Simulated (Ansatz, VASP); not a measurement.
One calculation of Ta, two programs

```
CELL_PARAMETERS angstrom
-1.65941 1.65941 1.65941
1.65941 -1.65941 1.65941
1.65941 1.65941 -1.65941
ATOMIC_POSITIONS crystal
Ta 0.00000 0.00000 0.00000
```

Alike in both runs: functional PBE; k mesh 18 × 18 × 18; occupations gaussian, width 0.1 eV; no spin polarisation.

Ansatz relaxed the structure, and its values are those at the end. VASP's run is a single point on that final structure, the one shown.

|  | VASP | Ansatz |
| --- | --- | --- |
| version | VASP 6.6.1 | Ansatz 0.2.0 |
| potentials or method | VASP PAW PBE potentials, release 64 (Ta_pv), cutoff 520 eV | scalar-relativistic, plane waves, PAW |
| valence electrons in the cell | 11 | 13 |

|  | VASP | Ansatz | Ansatz less VASP |
| --- | --- | --- | --- |
| gap on the k mesh at the Fermi level (eV) | none | none | - |
| pressure (GPa) | 0.1 | 0.0 | -0.09 |

A gap of «none» marks a metal or a gap that the smearing closes. VASP's potentials hold 11 valence electrons a cell and Ansatz's 13, so a difference there can come from the potentials and not from the codes.

Neither program's run includes spin-orbit coupling.
